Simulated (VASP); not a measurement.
Here is a VASP 6.6.1 calculation.

The input INCAR:

```
SYSTEM = NaH
PREC     = Accurate       ! precision mode
ENCUT    = 520            ! plane-wave cutoff, eV
EDIFF    = 1E-7           ! SCF threshold, eV
ISMEAR   = -1             ! smearing method
SIGMA    = 0.02           ! smearing width, eV
LREAL    = .FALSE.        ! projectors in reciprocal space
LASPH    = .TRUE.         ! aspherical terms in the spheres
NELM     = 60             ! most SCF steps
ALGO     = Normal         ! electronic algorithm
ISIF     = 2              ! what is computed and relaxed
LWAVE    = .FALSE.        ! write WAVECAR
LCHARG   = .FALSE.        ! write CHGCAR
GGA      = PE             ! functional
NBANDS   = 16             ! bands
```

KPOINTS

```
Automatic mesh
0
G
  12 12 6
  0 0 0
```

The input POSCAR:

```
NaH
1.0
    3.3449972017      0.0000000000      0.0000000000
   -1.6724986009      2.8968525523      0.0000000000
    0.0000000000      0.0000000000      5.8851742200
Na H
2 2
Direct
    0.0000000000      0.0000000000      0.0000000000
    0.0000000000      0.0000000000      0.5000000000
    0.3333333333      0.6666666667      0.2500000000
    0.6666666667      0.3333333333      0.7500000000
```

Potentials or basis: VASP PAW PBE potentials, release 64 (Na_pv, H).

Run with:

```sh
$ cat potpaw_PBE.64/Na_pv/POTCAR potpaw_PBE.64/H/POTCAR > POTCAR
$ mpirun -np 1 vasp_std > vasp.out
```

(1) Estimate the band gap on the k mesh.

(2) Estimate the pressure.

## Answers

(1) 3.35 eV (least direct gap 4.48 eV).

(2) 0.0 GPa.
